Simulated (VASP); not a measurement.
TiO2, 6 atoms in the cell. The structure is tetragonal, space group I4_1/amd (No. 141). The conventional cell has a = 3.860 Å, b = 3.860 Å, c = 10.099 Å, α = 90.00°, β = 90.00°, γ = 90.00°. Ti (site symmetry -4m2) has 6 O at 1.99 to 2.04 Å within 2.6 Å. O (site symmetry 2mm) has 3 Ti at 1.99 to 2.04 Å and 2 O at 2.47 Å within 2.6 Å.  This cell differs from its parent crystal: volume scaled by 1.10, then relaxed in part.

- Program: VASP 6.6.1
- Task: single point
- Functional: r2SCAN
- Potentials or basis: VASP PAW PBE potentials, release 64 (Ti_sv, O)
- Cutoff: 520 eV
- k mesh: 8 × 8 × 8
- Occupations: gaussian, width 0.02 eV
- Spin: no spin polarisation
- Dipole correction: no
- Further INCAR settings: ALGO = Normal; EDIFF = 1e-06; NBANDS = 33

Potentials or basis: VASP PAW PBE potentials, release 64 (Ti_sv, O).

Launch:

```bash
$ cat potpaw_PBE.64/Ti_sv/POTCAR potpaw_PBE.64/O/POTCAR > POTCAR
$ cp INCAR.step1 INCAR
$ mpirun -np 1 vasp_std > vasp.out
$ cp INCAR.step2 INCAR
$ mpirun -np 1 vasp_std > vasp.out
```

Hardware: 1 thread of Intel(R) Xeon(R) Platinum 8375C CPU @ 2.90GHz (Ice Lake), with other jobs on the host.

Q: Estimate the wall time of this run.

A: It took 19 min on 1 thread of Intel(R) Xeon(R) Platinum 8375C CPU @ 2.90GHz (Ice Lake), with other jobs on the host, peak memory 0.42 GiB. Counts: k points 59.
